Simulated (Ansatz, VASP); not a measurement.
## Two plane-wave programs on BAs

```
CELL_PARAMETERS angstrom
0.00000 2.40963 2.40963
2.40963 0.00000 2.40963
2.40963 2.40963 0.00000
ATOMIC_POSITIONS crystal
B 0.75000 0.75000 0.75000
As 0.00000 0.00000 0.00000
```

Alike in both runs: task electric field gradients; functional LDA; k mesh 8 × 8 × 8; occupations fermi-dirac, width 0.01 eV; no spin polarisation.

|  | VASP | Ansatz |
| --- | --- | --- |
| version | VASP 6.6.1 | Ansatz 0.2.0 |
| potentials or method | VASP PAW LDA potentials, release 64 (B, As) | PAW with Ansatz's default frozen-core files, scalar-relativistic |
| plane-wave cutoff (eV) | 520 | 420 |
| valence electrons in the cell | 8 | 18 |

VASP gave:

```
gap on the k mesh at the Fermi level (eV) : 1.16
pressure (GPa)                            : -6.5
```

Task: Which values does Ansatz return?

Result: gap on the k mesh at the Fermi level (eV): 1.16; pressure (GPa): -7.2.

LDA's correlation is that of Perdew and Zunger in VASP and of Perdew and Wang (1992) in Ansatz. VASP's potentials hold 8 valence electrons a cell and Ansatz's 18, so a difference there can come from the potentials and not from the codes.
